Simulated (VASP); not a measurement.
# Ir (Fm-3m) in VASP: a series of runs, part 2 of 2

VASP 6.6.1. The steps go on from the part before.

## (3) Single point, PBEsol

This run uses another cell than the first one, of the same volume but with other edges.

Contents of INCAR:

```
  PREC = Accurate
  ENCUT = 520
  EDIFF = 1E-7
  ISMEAR = 0
  SIGMA = 0.1
  LREAL = False
  LASPH = True
  NELM = 100
  ALGO = Normal
  ISIF = 2
  LWAVE = False
  LCHARG = False
  GGA = PS
  NBANDS = 10
```

Contents of KPOINTS:

```
Automatic mesh
0
Gamma
  18 18 18
```

Contents of POSCAR:

```
Ir
1.0
    0.0000000000      1.9151145662      1.9151145662
    1.9151145662      0.0000000000      1.9151145662
    1.9151145662      1.9151145662      0.0000000000
Ir
1
Direct
    0.0000000000      0.0000000000      0.0000000000
```

Potentials or basis: VASP PAW PBE potentials, release 64 (Ir).

Started as:

```sh
> cat potpaw_PBE.64/Ir/POTCAR > POTCAR
> mpirun -np 1 vasp_std > vasp.out
```

OUTCAR:

```text
PREC = Accurate
   ENCUT = 520
   EDIFF = 1E-7
   ISMEAR = 0
   LREAL = False
   LASPH = True
   NELM = 100
   ISIF = 2
   GGA = PS

 ion  position               nearest neighbor table
   1  0.000  0.000  0.000-

  LATTYP: Found a face centered cubic cell.
 ALAT       =     3.8302291324

  Lattice vectors:

 A1 = (   0.0000000000,   1.9151145662,   1.9151145662)
 A2 = (   1.9151145662,   0.0000000000,   1.9151145662)
 A3 = (   1.9151145662,   1.9151145662,   0.0000000000)

Analysis of symmetry for initial positions (statically):
=====================================================================
 Subroutine PRICEL returns:
 Original cell was already a primitive cell.

 Routine SETGRP: Setting up the symmetry group for a
 face centered cubic supercell.

 Subroutine GETGRP returns: Found 48 space group operations
 (whereof 48 operations were pure point group operations)
 out of a pool of 48 trial point group operations.

The static configuration has the point symmetry O_h .

Analysis of symmetry for dynamics (positions and initial velocities):
=====================================================================
 Subroutine PRICEL returns:
 Original cell was already a primitive cell.

 Routine SETGRP: Setting up the symmetry group for a
 face centered cubic supercell.

 Subroutine GETGRP returns: Found 48 space group operations
 (whereof 48 operations were pure point group operations)
 out of a pool of 48 trial point group operations.

The dynamic configuration has the point symmetry O_h .

 Subroutine INISYM returns: Found 48 space group operations
 (whereof 48 operations are pure point group operations),
 and found     1 'primitive' translations

----------------------------------------------------------------------------------------

                                     Primitive cell

  volume of cell :      14.0480

  direct lattice vectors                    reciprocal lattice vectors
     0.000000000  1.915114566  1.915114566    -0.261080986  0.261080986  0.261080986
     1.915114566  0.000000000  1.915114566     0.261080986 -0.261080986  0.261080986
     1.915114566  1.915114566  0.000000000     0.261080986  0.261080986 -0.261080986

  length of vectors
     2.708380993  2.708380993  2.708380993     0.452205533  0.452205533  0.452205533

  position of ions in fractional coordinates (direct lattice)
     0.000000000  0.000000000  0.000000000

  ion indices of the primitive-cell ions
   primitive index   ion index
                 1           1

----------------------------------------------------------------------------------------

 KPOINTS: Automatic mesh

Automatic generation of k-mesh.
 Grid dimensions read from file:
 generate k-points for:   18   18   18

 Generating k-lattice:

  Cartesian coordinates                     Fractional coordinates (reciprocal lattice)
    -0.014504499  0.014504499  0.014504499     0.055555556  0.000000000  0.000000000
     0.014504499 -0.014504499  0.014504499     0.000000000  0.055555556  0.000000000
     0.014504499  0.014504499 -0.014504499     0.000000000  0.000000000  0.055555556

  Length of vectors
     0.025122530  0.025122530  0.025122530

  Shift w.r.t. Gamma in fractional coordinates (k-lattice)
     0.000000000  0.000000000  0.000000000

 Subroutine IBZKPT returns following result:
 ===========================================

 Found    195 irreducible k-points:

 Following reciprocal coordinates:
            Coordinates               Weight
  0.000000  0.000000  0.000000      1.000000
  0.055556  0.000000  0.000000      8.000000
  0.111111  0.000000  0.000000      8.000000
  0.166667  0.000000  0.000000      8.000000
  0.222222  0.000000  0.000000      8.000000
  0.277778  0.000000  0.000000      8.000000
[... 16 lines left out ...]
 -0.277778  0.055556  0.000000     24.000000
 -0.222222  0.055556  0.000000     24.000000
 [... further k-points ...]
   k-points           NKPTS =    195   k-points in BZ     NKDIM =    195   number of bands    NBANDS=     10
   number of dos      NEDOS =    301   number of ions     NIONS =      1
   total plane-waves  NPLWV =   8000
   dimension x,y,z NGX =    20 NGY =   20 NGZ =   20
   dimension x,y,z NGXF=    40 NGYF=   40 NGZF=   40
   ions per type =               1
   NGX,Y,Z   is equivalent  to a cutoff of  12.28, 12.28, 12.28 a.u.
   NGXF,Y,Z  is equivalent  to a cutoff of  24.55, 24.55, 24.55 a.u.
 SYSTEM =  unknown system
   PREC   = accura    normal or accurate (medium, high low for compatibility)
   ISTART =      0    job   : 0-new  1-cont  2-samecut
   ICHARG =      2    charge: 1-file 2-atom 10-const
   ISPIN  =      1    spin polarized calculation?
   LNONCOLLINEAR =      F non collinear calculations
   LSORBIT =      F    spin-orbit coupling
   LASPH  =      T    aspherical Exc in radial PAW
   ENCUT  =  520.0 eV  38.22 Ry    6.18 a.u.   5.04  5.04  5.04*2*pi/ulx,y,z
   NELM   =    100;   NELMIN=  2; NELMDL= -5     # of ELM steps
   EDIFF  = 0.1E-06   stopping-criterion for ELM
   LREAL  =      F    real-space projection
   EDIFFG = 0.1E-05   stopping-criterion for IOM
   NSW    =      0    number of steps for IOM
   IBRION =     -1    ionic relax: 0-MD 1-quasi-New 2-CG
   NFREE  =      0    steps in history (QN), initial steepest desc. (CG)
   ISIF   =      2    stress and relaxation
   ISYM   =      2    0-nonsym 1-usesym 2-fastsym
   POTIM  = 0.5000    time-step for ionic-motion
   TEBEG  =    0.0;   TEEND  =   0.0 temperature during run
   PSTRESS=    0.0 pullay stress
   NELECT =       9.0000    total number of electrons
   NUPDOWN=      -1.0000    fix difference up-down
   EMIN   =  10.00;   EMAX   =-10.00  energy-range for DOS
   EFERMI =   0.00;   METHOD = LEGACY
   ISMEAR =     0;   SIGMA  =   0.10  broadening in eV -4-tet -1-fermi 0-gaus
   EFERMI_NEDOS =   21; number of points for ismear=-14 and -15
   IALGO  =     38    algorithm
   IMIX   =      4    mixing-type and parameters
     AMIX     =   0.40;   BMIX     =  1.00
     AMIX_MAG =   1.60;   BMIX_MAG =  1.00
  volume/ion in A,a.u.               =      14.05        94.80
  Fermi-wavevector in a.u.,A,eV,Ry     =   1.411294  2.666959 27.099424  1.991751
  Thomas-Fermi vector in A             =   2.533160
   LORBIT       =      0    0 simple, 1 ext, 2 COOP (PROOUT), +10 PAW based schemes
   GGA     = PS    functional components
   LHFCALC =     F    Hartree Fock is set to
   AEXX    =    0.0000 exact exchange contribution
   IVDW    =     0    specifies the selected vdW correction
   LEPSILON=     F    determine dielectric tensor
   LRPA    =     F    only Hartree local field effects (RPA)
 non-spin polarized calculation
 Gauss-broadening in eV      SIGMA  =   0.10
  energy-cutoff  :      520.00
  volume of cell :       14.05
 maximum number of plane-waves:       388
   NGX =  9   NGY =  9   NGZ =  9

 number of electron       9.0000000 magnetization

 Free energy of the ion-electron system (eV)
  ---------------------------------------------------
  ext. energy  EPLUGINS =         0.00000000
  ---------------------------------------------------
  free energy    TOTEN  =        -9.82326537 eV

  energy without entropy =       -9.81824030  energy(sigma->0) =       -9.82075283

 E-fermi :  10.4064     XC(G=0): -14.1429

 val. band max:       10.3992855698   @ k =   0.5000   0.2222   0.1111
 cond. band min:      10.4160400042   @ k =   0.3333   0.1111   0.0556
 fundamental gap:      0.0167544344
 Fermi energy:        10.4064057761

 k-point     1 :       0.0000    0.0000    0.0000
  band No.  band energies     occupation
      1      -0.8983      2.00000
      2       6.4235      2.00000
      3       6.4235      2.00000
      4       6.4235      2.00000
      5       9.1698      2.00000
      6       9.1698      2.00000
      7      24.6734      0.00000
      8      30.2893      0.00000
      9      30.2893      0.00000
     10      30.2893      0.00000
[... 287 lines left out ...]
 k-point    24 :      -0.2222    0.0556    0.0000
  band No.  band energies     occupation
      1       1.3346      2.00000
      2       5.7434      2.00000
      3       6.8884      2.00000
      4       6.9822      2.00000
      5       8.8687      2.00000
      6       9.7424      2.00000
      7      24.5298      0.00000
      8      27.3617      0.00000
      9      32.4816      0.00000
     10      33.7055      0.00000

 [... further k-points ...]

------------------------ aborting loop because EDIFF is reached ----------------------------------------

  FORCE on cell =-STRESS in cart. coord.  units (eV):
  Direction    XX          YY          ZZ          XY          YZ          ZX
  --------------------------------------------------------------------------------------
  -------------------------------------------------------------------------------------
  Total        0.0877604      0.0877604      0.0877604      0.0000000      0.0000000      0.0000000
  in kB       10.0091006     10.0091006     10.0091006      0.0000000      0.0000000      0.0000000
  external PRESSURE =      10.0091006 kB  Pullay stress =       0.0000000 kB

 VOLUME and BASIS-vectors are now :
 -----------------------------------------------------------------------------
  energy-cutoff  :      520.00
  volume of cell :       14.05
      direct lattice vectors                 reciprocal lattice vectors
     0.000000000  1.915114566  1.915114566    -0.261080986  0.261080986  0.261080986
     1.915114566  0.000000000  1.915114566     0.261080986 -0.261080986  0.261080986
     1.915114566  1.915114566  0.000000000     0.261080986  0.261080986 -0.261080986

 POSITION                                       TOTAL-FORCE (eV/Angst)
 -----------------------------------------------------------------------------------
      0.00000      0.00000      0.00000         0.000000      0.000000      0.000000
 -----------------------------------------------------------------------------------
    total drift:                                0.000000      0.000000      0.000000

  FREE ENERGIE OF THE ION-ELECTRON SYSTEM (eV)
  ---------------------------------------------------
  free  energy   TOTEN  =        -9.8232653716 eV

  energy  without entropy=       -9.8182402954  energy(sigma->0) =       -9.82075283
```

Wall time 20 s (1 thread of Intel Xeon 8259CL, shared host); peak memory 0.15 GiB.

Results:

- Free energy: -9.8233 eV
- Pressure: 1.0 GPa
- Band gap on the k mesh: zero (an odd number of electrons rules out a gap without spin polarisation)

Levels at points of the mesh, in eV from the Fermi level:
```
           k point  band 1  band 2  band 3  band 4  band 5  band 6  band 7  band 8  band 9
(0.00, 0.00, 0.00)  -11.30   -3.98   -3.98   -3.98   -1.24   -1.24   14.27   19.88   19.88
(0.50, 0.00, 0.00)   -8.26   -4.08   -4.08   -0.88    0.88    0.88    7.26   13.80   19.78
(0.50, 0.50, 0.00)   -8.06   -7.48    0.86    1.46    1.46    1.61   10.52   11.66   11.66
```

Caveat: the PAW data sets were made with another functional, which shifts forces and pressure a little; spin-orbit coupling is left out, which moves the levels of the heavy elements.

## (4) Relaxation of cell and atoms, PBEsol

This run uses another cell than the first one, of 14.16 Å³/atom.

Contents of INCAR:

```
PREC = Accurate
ENCUT = 600
EDIFF = 1E-6
ISMEAR = 0
SIGMA = 0.1
LREAL = False
LASPH = True
NELM = 100
ALGO = Normal
ISIF = 3
LWAVE = False
LCHARG = False
GGA = PS
IBRION = 2
NSW = 100
EDIFFG = -0.005
```

KPOINTS is that of step 3.

Contents of POSCAR:

```
Ir
1.0
    0.0000000000      1.9200010851      1.9200010851
    1.9200010851      0.0000000000      1.9200010851
    1.9200010851      1.9200010851      0.0000000000
Ir
1
Direct
    0.0000000000      0.0000000000      0.0000000000
```

Started as:

```sh
> cat potpaw_PBE.64/Ir/POTCAR > POTCAR
> mpirun -np 1 vasp_std > vasp.out
```

It took 53 s on 1 thread of Intel Xeon 8259CL, shared host; peak memory 0.17 GiB.

The run converged. Its results:

```yaml
Free_energy: -9.8234 eV
Relaxed_volume: 14.09 Å³/atom
Relaxed_cell: a = 2.711 Å, b = 2.711 Å, c = 2.711 Å, α = 60.00°, β = 60.00°, γ = 60.00°
Space_group_after_relaxing_to_0.1_Å: Fm-3m (No. 225)
Energy_gained_by_relaxing: 0.4 meV/atom
Ionic_steps: 3
Pressure_after_relaxing: 0.0 GPa
Band_gap_on_the_k_mesh: zero (an odd number of electrons rules out a gap without spin polarisation)
```

The path:
```tsv
step	energy change (eV)	largest force (eV/Å)	pressure (GPa)	volume (Å³)
1	0.0000	0.0000	-1.94	14.16
2	0.0066	0.0000	8.21	13.81
3	-0.0004	0.0000	0.01	14.09
```

Final structure:
```
Ir
1.0
     0.00000    1.91685    1.91685
     1.91685    0.00000    1.91685
     1.91685    1.91685    0.00000
Ir
1
Direct
  0.00000 0.00000 0.00000
```

Levels at points of the mesh, in eV from the Fermi level:
```csv
k point,band 1,band 2,band 3,band 4,band 5,band 6,band 7,band 8
"(0.00, 0.00, 0.00)",-11.27,-3.97,-3.97,-3.97,-1.23,-1.23,14.27,19.87
"(0.50, 0.00, 0.00)",-8.23,-4.07,-4.07,-0.87,0.87,0.87,7.23,13.80
"(0.50, 0.50, 0.00)",-8.03,-7.45,0.85,1.45,1.45,1.61,10.48,11.65
```

Caveat: the PAW data sets were made with another functional, which shifts forces and pressure a little; spin-orbit coupling is left out, which moves the levels of the heavy elements.

## (5) Single point, PBEsol

Contents of INCAR:

```
ALGO     = Fast           # electronic algorithm
EDIFF    = 1E-7           # SCF threshold, eV
ENCUT    = 520            # plane-wave cutoff, eV
GGA      = PS             # functional
ISIF     = 2              # what is computed and relaxed
ISMEAR   = 0              # smearing method
ISYM     = 0            
LASPH    = True           # aspherical terms in the spheres
LCHARG   = False          # write CHGCAR
LREAL    = False          # projectors in reciprocal space
LWAVE    = False          # write WAVECAR
NBANDS   = 10             # bands
NELM     = 80             # most SCF steps
PREC     = Accurate       # precision mode
SIGMA    = 0.1            # smearing width, eV
```

Contents of KPOINTS:

```
k-points
0
Gamma
  13 5 43
```

Contents of POSCAR:

```
Ir
1.0
    2.7083809930      0.0000000000      0.0000000000
    0.0000000000      6.6341514618      0.0000000000
    1.3541904965     -2.2113838206      0.7818422477
Ir
1
Direct
    0.0000000000      0.0000000000      0.0000000000
```

Started as:

```sh
> cat potpaw_PBE.64/Ir/POTCAR > POTCAR
> mpirun -np 1 vasp_std > vasp.out
```

Wall time 15 min (1 thread of Intel Xeon 8259CL, shared host); peak memory 0.36 GiB.

The run converged. Its results:

```yaml
Free_energy: -9.8174 eV
Pressure: 1.1 GPa
Band_gap_on_the_k_mesh: zero (an odd number of electrons rules out a gap without spin polarisation)
```

Levels at points of the mesh, in eV from the Fermi level:
```tsv
k point	band 1	band 2	band 3	band 4	band 5	band 6	band 7	band 8	band 9
(0.00, 0.00, 0.00)	-11.25	-3.93	-3.93	-3.93	-1.19	-1.18	14.32	19.93	19.94
```

Caveat: the PAW data sets were made with another functional, which shifts forces and pressure a little; spin-orbit coupling is left out, which moves the levels of the heavy elements.

## (6) Summary

```tsv
task	spin	cell	k mesh	cutoff (eV)	gap on the mesh (eV)	pressure (GPa)
single point	non-collinear, zero start, SOC	a = 2.708, b = 6.634 Å, angles 144.7, 60.0, 90.0°, 1 atom	13 × 5 × 43	500	-	2.1
single point	off	a = 2.708 Å, angles 60.0°, 1 atom	18 × 18 × 18	520	none	1.0
relaxation of cell and atoms	off	relaxed from a = 2.715 Å, angles 60.0°, 1 atom	18 × 18 × 18	600	none	0.0
single point	off	a = 2.708, b = 6.634 Å, angles 144.7, 60.0, 90.0°, 1 atom	13 × 5 × 43	520	none	1.1
```

Alike in all rows: level PBEsol; potentials or basis VASP PAW PBE potentials, release 64 (Ir); smearing gaussian 0.1 eV.

Caveats: the PAW data sets were made with another functional, which shifts forces and pressure a little; spin-orbit coupling is left out, which moves the levels of the heavy elements (at least some runs).

Total energies depend on the potentials used, so only differences within one code and one set of settings carry meaning.
